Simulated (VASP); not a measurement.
Wanted: the native input for a VASP 6.6.1 run.

```yaml
Task: single point
Functional: r2SCAN
Potentials_or_basis: VASP PAW PBE potentials, release 64 (Mg, S)
Cutoff: 660 eV
k_mesh: 2 × 2 × 1
Occupations: gaussian, width 0.1 eV
Spin: no spin polarisation
Dipole_correction: no
Further_INCAR_settings: ALGO = Normal; EDIFF = 1e-06; NBANDS = 16
```

MgS:

```xyz
4
Lattice="4.0346 0.0000 0.0000 -2.0173 3.4941 0.0000 0.0000 0.0000 6.4323" Properties=species:S:1:pos:R:3 pbc="T T T"
Mg    2.0173    1.1647    3.1888
Mg    0.0000    2.3294    6.4050
S     0.0000    2.3294    2.4394
S     2.0173    1.1647    5.6556
```

The input as run:

POSCAR

```
MgS
1.0
    4.0346224068      0.0000000000      0.0000000000
   -2.0173112034      3.4940854990      0.0000000000
    0.0000000000      0.0000000000      6.4322941800
Mg S
2 2
Direct
    0.6666666667      0.3333333333      0.4957548500
    0.3333333333      0.6666666667      0.9957548500
    0.3333333333      0.6666666667      0.3792441500
    0.6666666667      0.3333333333      0.8792441500
```

INCAR.step1

```
SYSTEM = MgS
ALGO = Normal
EDIFF = 1E-5
ENCUT = 660
GGA = PE
GGA_COMPAT = .False.
ISMEAR = 0
LASPH = .True.
LCHARG = .False.
LREAL = .False.
LWAVE = .True.
NBANDS = 16
NELM = 120
PREC = Accurate
SIGMA = 0.1
```

INCAR.step2

```
SYSTEM = MgS
ALGO = Normal
EDIFF = 1E-6
ENCUT = 660
GGA_COMPAT = .False.
ISIF = 2
ISMEAR = 0
ISTART = 1
LASPH = .True.
LCHARG = .False.
LMIXTAU = .True.
LREAL = .False.
LWAVE = .False.
METAGGA = R2SCAN
NBANDS = 16
NELM = 120
PREC = Accurate
SIGMA = 0.1
```

KPOINTS

```
k-points
0
Gamma
  2 2 1
  0 0 0
```

Potentials or basis: VASP PAW PBE potentials, release 64 (Mg, S).

Command:

```sh
$ cat potpaw_PBE.64/Mg/POTCAR potpaw_PBE.64/S/POTCAR > POTCAR
$ cp INCAR.step1 INCAR
$ mpirun -np 1 vasp_std > vasp.out
$ cp INCAR.step2 INCAR
$ mpirun -np 1 vasp_std > vasp.out
```

Results of the run:

```yaml
Pressure: 0.6 GPa
Band_gap_on_the_k_mesh: 4.06 eV, direct
```

Caveat: the k points lie up to 0.98 Å⁻¹ apart; the PAW data sets were made with another functional, which shifts forces and pressure a little.

It took 100 s on 1 thread of Intel Xeon 8259CL, with other jobs on the host, peak memory 0.26 GiB.
